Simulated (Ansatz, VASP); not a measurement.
# Two plane-wave programs on WS2

File INCAR:

```
SYSTEM = WS2
ALGO = Normal
EDIFF = 1E-6
ENCUT = 520
GGA = CA
ISIF = 2
ISMEAR = 0
LASPH = .True.
LCHARG = .False.
LREAL = .False.
LWAVE = .False.
NBANDS = 35
NELM = 60
PREC = Accurate
SIGMA = 0.05
```

File KPOINTS:

```
k-points
0
Gamma
  12 12 2
  0 0 0
```

Contents of POSCAR:

```
WS2
1.0
    3.3392185386      0.0000000000      0.0000000000
   -1.6696092693      2.8918480832      0.0000000000
    0.0000000000      0.0000000000     22.0992822105
W S
2 4
Direct
    0.3333333333      0.6666666667      0.6302757360
    0.6666666667      0.3333333333      0.3697242640
    0.3333333333      0.6666666667      0.3028928957
    0.6666666667      0.3333333333      0.5633280735
    0.3333333333      0.6666666667      0.4366719265
    0.6666666667      0.3333333333      0.6971071043
```

Input for Ansatz:

```yaml
crystal:
  lattice:
    - [3.3392185386, 0.0, 0.0]
    - [-1.6696092693, 2.8918480832, 0.0]
    - [0.0, 0.0, 22.0992822105]
  atoms:
    - { symbol: W, position: [0.3333333333, 0.6666666667, 0.630275736] }
    - { symbol: W, position: [0.6666666667, 0.3333333333, 0.369724264] }
    - { symbol: S, position: [0.3333333333, 0.6666666667, 0.3028928957] }
    - { symbol: S, position: [0.6666666667, 0.3333333333, 0.5633280735] }
    - { symbol: S, position: [0.3333333333, 0.6666666667, 0.4366719265] }
    - { symbol: S, position: [0.6666666667, 0.3333333333, 0.6971071043] }
basis:
  ecutwfc: 420
kpoints:
  mp_grid: { grid: [12, 12, 2] }
hamiltonian:
  xc: lda
  pseudopotentials: { kind: paw, azcp: { folder: soft_1 } }
scf:
  occupations: { method: gaussian, width: 0.05 }
output:
  forces: true
  stress: true
  eigenvalues: true
  write_density: true
  write_potential: true
  elf: true
  volumetric_format: npy
```

Alike in both runs: task single point; functional LDA; k mesh 12 × 12 × 2; occupations gaussian, width 0.05 eV; no spin polarisation.

```csv
,VASP,Ansatz
version,VASP 6.6.1,Ansatz 0.2.0
potentials or method,"VASP PAW LDA potentials, release 64 (W_sv, S), cutoff 520 eV","scalar-relativistic, plane waves, PAW"
valence electrons in the cell,52,52
```

|  | VASP | Ansatz | Ansatz less VASP |
| --- | --- | --- | --- |
| rms of the force components (eV/Å) | 0.106 | 0.087 | -0.0187 |

Ansatz warns that its potentials were made for another functional, while VASP's fit it. LDA's correlation is that of Perdew and Zunger in VASP and of Perdew and Wang (1992) in Ansatz. Atom by atom the forces differ by 0.019 eV/Å (rms over components). Ansatz's warnings: xc potential rough in thin density.

Neither program's run includes spin-orbit coupling.
